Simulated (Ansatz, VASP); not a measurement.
Li4SiN in VASP and in Ansatz

```
CELL_PARAMETERS angstrom
5.74177 0.00000 0.00000
0.00000 5.74177 0.00000
0.00000 0.00000 2.49393
ATOMIC_POSITIONS crystal
Li 0.69680 0.69680 0.50000
Li 0.30320 0.30320 0.50000
Li 0.30320 0.69680 0.50000
Li 0.69680 0.30320 0.50000
Si 0.00000 0.00000 0.00000
N 0.50000 0.50000 0.00000
```

Alike in both runs: task relaxation of cell and atoms; functional PBE; k mesh 4 × 4 × 6; occupations gaussian, width 0.1 eV; no spin polarisation.

|  | VASP | Ansatz |
| --- | --- | --- |
| version | VASP 6.6.1 | Ansatz 0.2.0 |
| potentials or method | VASP PAW PBE potentials, release 64 (Li_sv, Si, N), cutoff 600 eV | scalar-relativistic, plane waves, PAW |
| valence electrons in the cell | 21 | 21 |

```csv
,VASP,Ansatz,Ansatz less VASP
"gap on the k mesh at the Fermi level, each at its own relaxed structure (eV)",none,none,-
relaxed volume (Å³/atom),13.50,13.44,-0.063
relaxed cell length with the largest relative difference (Å),5.758,5.741,-0.0163
```

A gap of «none» marks a metal or a gap that the smearing closes.

The k mesh is coarse, so the values compare programs but aren't converged. Noted on VASP's run: the cutoff is short for stress, so the pressure is rough.
